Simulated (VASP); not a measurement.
Wanted: the native input for a VASP 6.6.1 run.

```yaml
Task: single point
Functional: PBE
Potentials_or_basis: VASP PAW PBE potentials, release 64 (Na_pv, Cl)
Cutoff: 520 eV
k_mesh: 6 × 6 × 4
Occupations: gaussian, width 0.01 eV
Spin: no spin polarisation
Dipole_correction: no
Further_INCAR_settings: ALGO = Normal; EDIFF = 1e-06; NBANDS = 22
```

The structure of NaCl lies in POSCAR:

```
NaCl
1.0
    3.8922715770      0.0000000000      0.0000000000
   -1.9461357885      3.3708060641      0.0000000000
    0.0000000000      0.0000000000      6.7368165382
Na Cl
2 2
Direct
    0.0000000000      0.0000000000      0.0000000000
    0.0000000000      0.0000000000      0.5000000000
    0.3333333333      0.6666666667      0.2500000000
    0.6666666667      0.3333333333      0.7500000000
```

These files were run (other wordings do the same):

INCAR

```
  PREC = Accurate
  ENCUT = 520
  EDIFF = 1E-6
  ISMEAR = 0
  SIGMA = 0.01
  LREAL = F
  LASPH = T
  NELM = 60
  ALGO = Normal
  ISIF = 2
  LWAVE = F
  LCHARG = F
  GGA = PE
  NBANDS = 22
```

KPOINTS

```
regular mesh
0
Gamma
  6 6 4
```

Potentials or basis: VASP PAW PBE potentials, release 64 (Na_pv, Cl).

Command:

```bash
$ cat potpaw_PBE.64/Na_pv/POTCAR potpaw_PBE.64/Cl/POTCAR > POTCAR
$ mpirun -np 1 vasp_std > vasp.out
```

Results of the run:

* Pressure: 1.2 GPa
* Band gap on the k mesh: 5.07 eV

Run time: 49 s on 1 thread of Intel(R) Xeon(R) Platinum 8375C CPU @ 2.90GHz (Ice Lake), with other jobs on the host, peak memory 0.2 GiB.
